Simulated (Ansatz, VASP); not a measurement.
## Two plane-wave programs on MgS

```
CELL_PARAMETERS angstrom
0.00042 -2.62054 -2.61367
-2.61368 -0.00047 -2.61305
2.61170 2.61672 -5.22377
ATOMIC_POSITIONS crystal
Mg 0.24933 0.25013 0.25011
Mg 0.75023 0.74954 0.74999
S 0.49985 0.50016 0.49995
S 0.00059 0.00017 0.99996
```

Change from the starting cell: cell x2, atoms moved at random (sigma 0.1 Å) and cell strained at random (1.5 %), then relaxed without symmetry.

Alike in both runs: functional PBE; k mesh 6 × 6 × 6; occupations gaussian, width 0.1 eV; no spin polarisation.

Ansatz relaxed the structure, and its values are those at the end. VASP's run is a single point on that final structure, the one shown.

|  | VASP | Ansatz |
| --- | --- | --- |
| version | VASP 6.6.1 | Ansatz 0.2.0 |
| potentials or method | VASP PAW PBE potentials, release 64 (Mg, S), cutoff 520 eV | scalar-relativistic, plane waves, PAW |
| valence electrons in the cell | 16 | 32 |

```csv
,VASP,Ansatz,Ansatz less VASP
gap on the k mesh at the Fermi level (eV),2.73,2.74,+0.015
least direct gap on the mesh (eV),3.30,3.32,+0.016
pressure (GPa),-0.3,0.0,+0.30
rms of the force components (eV/Å),0.005,0.005,0.0000
```

The functional is the same, so the differences come from potentials, cutoffs and numerics. VASP's potentials hold 16 valence electrons a cell and Ansatz's 32, so a difference there can come from the potentials and not from the codes.
